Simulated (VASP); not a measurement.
A run of VASP 6.6.1 is set up as follows.

File INCAR:

```
SYSTEM = Y
  ALGO = Fast
  EDIFF = 1E-7
  ENCUT = 520
  GGA = PE
  ISIF = 2
  ISMEAR = 0
  LASPH = .TRUE.
  LCHARG = .FALSE.
  LREAL = .FALSE.
  LWAVE = .FALSE.
  NBANDS = 18
  NELM = 80
  PREC = Accurate
  SIGMA = 0.15
```

File KPOINTS:

```
k-points
0
G
  18 18 8
  0 0 0
```

File POSCAR:

```
Y
1.0
    3.7427867180      0.0000000000      0.0000000000
   -1.8713933590      3.2413483788      0.0000000000
    0.0000000000      0.0000000000      5.6037150000
Y
2
Direct
    0.3333333333      0.6666666667      0.2500000000
    0.6666666667      0.3333333333      0.7500000000
```

Potentials or basis: VASP PAW PBE potentials, release 64 (Y_sv).

Launch:

```sh
$ cat potpaw_PBE.64/Y_sv/POTCAR > POTCAR
$ mpirun -np 1 vasp_std > vasp.out
```

Q: What does it give for the pressure?

A: -1.4 GPa.

Q: What does it give for the band gap on the k mesh?

A: Zero (band 11 reaches 3.94 eV, above the bottom of band 12 at 2.29 eV).

Stress tensor (GPa, compression positive):
```
-2.09  0.00  0.00
 0.00 -2.09  0.00
 0.00  0.00  0.05
```

Caveat: the cell differs from its parent crystal (strain +0.025 along x and y, -0.025 along z).
